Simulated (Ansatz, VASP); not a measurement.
# PtSe2 in VASP and in Ansatz

```
Pt Se
1.0
     3.76445    0.00000    0.00000
    -1.88222    3.26011    0.00000
     0.00000    0.00000    4.86530
Pt Se
1 2
Cartesian
  0.0000 0.0000 0.0000
  0.0000 2.1734 1.2866
  1.8822 1.0867 3.5787
```

Alike in both runs: task relaxation of cell and atoms; functional PBE; dispersion D3(BJ); k mesh 12 × 12 × 8; occupations gaussian, width 0.1 eV; no spin polarisation.

|  | VASP | Ansatz |
| --- | --- | --- |
| version | VASP 6.6.1 | Ansatz 0.2.0 |
| potentials or method | VASP PAW PBE potentials, release 64 (Pt, Se), cutoff 600 eV | scalar-relativistic, plane waves, PAW |
| valence electrons in the cell | 22 | 50 |

|  | VASP | Ansatz | Ansatz less VASP |
| --- | --- | --- | --- |
| gap on the k mesh at the Fermi level, each at its own relaxed structure (eV) | none | none | - |
| relaxed volume (Å³/atom) | 19.83 | 19.82 | -0.009 |
| relaxed length of the cell vector where the two differ most in proportion (Å) | 4.824 | 4.829 | +0.0048 |

A gap of «none» marks a metal or a gap that the smearing closes. VASP's potentials hold 22 valence electrons a cell and Ansatz's 50, so a difference there can come from the potentials and not from the codes.

Neither program's run includes spin-orbit coupling.
